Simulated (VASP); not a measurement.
# SiO2: single point with r2SCAN

Crystal: SiO2.

```
Si O
1.0
    -4.20600    4.20600    2.59915
     4.20600   -4.20600    2.59915
     4.20600    4.20600   -2.59915
Si O
4 8
Cartesian
  1.5138 1.5138 0.0000
  -2.6922 2.6922 2.5992
  2.6922 -2.6922 2.5992
  2.6922 2.6922 2.5992
  2.1030 2.1030 1.2996
  2.1030 -2.1030 1.2996
  -2.1030 2.1030 1.2996
  2.1030 2.1030 -1.2996
  1.8758 0.0000 0.0000
  0.0000 6.5362 0.0000
  0.0000 1.8758 0.0000
  6.5362 0.0000 0.0000
```

```json
{
 "Program": "VASP 6.6.1",
 "Task": "single point",
 "Functional": "r2SCAN",
 "Potentials or basis": "VASP PAW PBE potentials, release 64 (Si, O)",
 "Cutoff": "520 eV",
 "k mesh": "6 × 6 × 6",
 "Occupations": "gaussian, width 0.02 eV",
 "Spin": "no spin polarisation",
 "Dipole correction": "no",
 "Further INCAR settings": "ALGO = Normal; EDIFF = 1e-07; NBANDS = 44"
}
```

| Item | Value |
| --- | --- |
| Pressure | 20.6 GPa |
| Largest force | 0.062 eV/Å |
| Band gap on the k mesh | 5.89 eV |

Forces in eV/Å, atoms in the order of the input:
```
Si   0.044  0.044  0.000
Si   0.044 -0.044  0.000
Si  -0.044  0.044  0.000
Si  -0.044 -0.044  0.000
O    0.000  0.000  0.000
O    0.000  0.000  0.000
O    0.000  0.000  0.000
O    0.000  0.000  0.000
O   -0.024  0.000  0.000
O    0.000  0.024  0.000
O    0.000 -0.024  0.000
O    0.024  0.000  0.000
```

Stress tensor (GPa, compression positive):
```
20.68  0.00  0.00
 0.00 20.68  0.00
 0.00  0.00 20.57
```

Levels at points of the mesh, in eV from the valence-band top:
```csv
k point,band 30,band 31,band 32,band 33,band 34,band 35
"(0.00, 0.00, 0.00)",-1.25,-0.22,0.00,5.89,9.17,9.76
"(0.50, 0.00, 0.00)",-0.86,-0.67,-0.58,7.96,8.46,9.40
"(0.50, 0.50, 0.00)",-0.76,-0.62,-0.59,7.02,7.77,9.84
"(0.50, 0.50, 0.50)",-0.61,-0.11,-0.11,7.87,8.77,8.77
```

It took 25 min on 1 thread of Oxide Virtual Turin-like Processor, on a shared host, peak memory 0.42 GiB.

Caveat: the cell stands under pressure; the PAW data sets were made with another functional, which shifts forces and pressure a little. A k mesh can miss the band edges.
